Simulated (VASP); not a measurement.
A run of VASP 6.6.1:

Contents of INCAR:

```
ALGO = Normal
EDIFF = 1E-6
ENCUT = 500
GGA = CA
GGA_COMPAT = False
ISIF = 2
ISMEAR = -1
LASPH = True
LCHARG = False
LREAL = False
LWAVE = False
NBANDS = 12
NELM = 120
PREC = Accurate
SIGMA = 0.05
```

The input KPOINTS:

```
k-points
0
Gamma
  11 11 11
```

File POSCAR:

```
Ta
1.0
   -1.6264785543      1.6264785543      1.6264785543
    1.6264785543     -1.6264785543      1.6264785543
    1.6264785543      1.6264785543     -1.6264785543
Ta
1
Direct
    0.0000000000      0.0000000000      0.0000000000
```

Potentials or basis: VASP PAW LDA potentials, release 64 (Ta_sv_GW).

Run with:

```bash
$ cat potpaw_LDA.64/Ta_sv_GW/POTCAR > POTCAR
$ mpirun -np 1 vasp_std > vasp.out
```

Hardware: 1 thread of Intel(R) Xeon(R) Platinum 8375C CPU @ 2.90GHz (Ice Lake), on a shared host.

**Question.** Estimate the wall time of this run.

**Answer.** Run time: 6.2 s on 1 thread of Intel(R) Xeon(R) Platinum 8375C CPU @ 2.90GHz (Ice Lake), on a shared host, peak memory 0.14 GiB. Counts: scf iterations 11, k points 56.
